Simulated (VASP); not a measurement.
Set up this calculation in VASP 6.6.1, as the native input.

```
Task                   : single point
Functional             : LDA
Potentials or basis    : VASP PAW LDA potentials, release 64 (Rh_pv)
Cutoff                 : 520 eV
k mesh                 : 16 × 16 × 16
Occupations            : fermi-dirac, width 0.03 eV
Spin                   : no spin polarisation
Dipole correction      : no
Further INCAR settings : ALGO = Normal; EDIFF = 1e-06; NBANDS = 14
```

The structure of Rh lies in POSCAR:

```
Rh
1.0
    0.0000000000      1.9265732643      1.9265732643
    1.9265732643      0.0000000000      1.9265732643
    1.9265732643      1.9265732643      0.0000000000
Rh
1
Direct
    0.0000000000      0.0000000000      0.0000000000
```

This cell differs from its parent crystal: volume scaled by 1.04.

The input as run:

INCAR

```
SYSTEM = Rh
ALGO = Normal
EDIFF = 1E-6
ENCUT = 520
GGA = CA
ISIF = 2
ISMEAR = -1
LASPH = .TRUE.
LCHARG = .FALSE.
LREAL = .FALSE.
LWAVE = .FALSE.
NBANDS = 14
NELM = 60
PREC = Accurate
SIGMA = 0.03
```

KPOINTS

```
k-points
0
G
  16 16 16
  0 0 0
```

Potentials or basis: VASP PAW LDA potentials, release 64 (Rh_pv).

Command:

```console
$ cat potpaw_LDA.64/Rh_pv/POTCAR > POTCAR
$ mpirun -np 1 vasp_std > vasp.out
```

It gave:

The pressure is -19.6 GPa.

It took 16 s on 1 thread of Intel(R) Xeon(R) Platinum 8559C (Emerald Rapids), with other jobs on the host, peak memory 0.14 GiB.
